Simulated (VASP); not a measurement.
Wanted: the native input for a VASP 6.6.1 run.

- Task: single point
- Functional: PBE
- Potentials or basis: VASP PAW PBE potentials, release 64 (Cu, Pd, Ag, Ir, Pt)
- Cutoff: 600 eV
- k mesh: 4 × 4 × 3
- Occupations: gaussian, width 0.1 eV
- Spin: no spin polarisation
- Dipole correction: no
- Further INCAR settings: ALGO = Normal; EDIFF = 1e-06; NBANDS = 73; ISYM = 0

The structure of Cu3AgIr2Pd4Pt2 lies in POSCAR:

```
Cu3AgIr2Pd4Pt2
1.0
   -3.8911619964     -3.8747125321      0.0359152561
   -0.0332965564      3.8724627602      3.9075893757
   -3.8460247257      3.8653889050     -3.8672126792
Cu Pd Ag Ir Pt
3 4 1 2 2
Direct
    0.0093542923      0.0121348393      0.0030637722
    0.4894223556      0.4913376089      0.0012437387
    0.3329095129      0.6697245886      0.6669424061
    0.6585612822      0.3253496938      0.3282645156
    0.0066318984      0.4958275766      0.0049101842
    0.6612278103      0.8256488361      0.3200228643
    0.1672885611      0.8293130578      0.3294519971
    0.8326043883      0.6756869088      0.6775612739
    0.3346706793      0.1786633652      0.6624557001
    0.1609488943      0.3245341807      0.3512820493
    0.4942422336      0.9973137378      0.9847877255
    0.8321690645      0.1716303956      0.6673091806
```

These files were run (other wordings do the same):

INCAR

```
SYSTEM = Cu3AgIr2Pd4Pt2
PREC = Accurate
ENCUT = 600
EDIFF = 1E-6
ISMEAR = 0
SIGMA = 0.1
LREAL = .FALSE.
LASPH = .TRUE.
NELM = 120
ALGO = Normal
ISIF = 2
LWAVE = .FALSE.
LCHARG = .FALSE.
GGA = PE
ISYM = 0
NBANDS = 73
GGA_COMPAT = .FALSE.
```

KPOINTS

```
regular mesh
0
G
  4 4 3
  0 0 0
```

Potentials or basis: VASP PAW PBE potentials, release 64 (Cu, Pd, Ag, Ir, Pt).

The run is started by

```bash
$ cat potpaw_PBE.64/Cu/POTCAR potpaw_PBE.64/Pd/POTCAR potpaw_PBE.64/Ag/POTCAR potpaw_PBE.64/Ir/POTCAR potpaw_PBE.64/Pt/POTCAR > POTCAR
$ mpirun -np 1 vasp_std > vasp.out
```

It gave:

| Property | Result |
| --- | --- |
| Pressure | -0.1 GPa |
| Largest force | 0.040 eV/Å |
| Band gap on the k mesh | zero (bands 61 and 62 overlap by 0.49 eV) |

Caveat: spin-orbit coupling is left out, which moves the levels of the heavy elements.

Wall time 13 min on 1 thread of AMD EPYC 7R13 Processor (Zen 3), with other jobs on the host, peak memory 0.59 GiB.
